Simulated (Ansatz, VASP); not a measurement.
## Two plane-wave programs on CaO

```xyz
2
Lattice="0.0000 2.6067 2.6067 2.5898 0.0000 2.6067 2.5898 2.6067 0.0000" Properties=species:S:1:pos:R:3 pbc="T T T"
Ca    0.0000    0.0000    0.0000
O     1.2949    1.3034    1.3034
```

Change from the starting cell: uniaxial_x strain -0.7%.

Alike in both runs: task single point; functional r2SCAN; k mesh 8 × 8 × 8; no spin polarisation.

```csv
,VASP,Ansatz
version,VASP 6.6.1,Ansatz 0.2.0
potentials or method,"VASP PAW PBE potentials, release 64 (Ca_sv, O)","plane waves, PAW"
plane-wave cutoff (eV),520,500
occupations,"gaussian, width 0.01 eV",fixed
valence electrons in the cell,16,16
```

VASP gave:

```
gap on the k mesh at the Fermi level (eV)                     : 3.75
pressure (GPa)                                                : 1.5
traceless stress, the component that is largest in VASP (GPa) : 0.05
```

Question: Which values does Ansatz return?

Answer: gap on the k mesh at the Fermi level (eV): 3.78; pressure (GPa): 0.5; traceless stress, the component that is largest in VASP (GPa): 0.06.

VASP's potentials were made for PBE, not for r2SCAN.
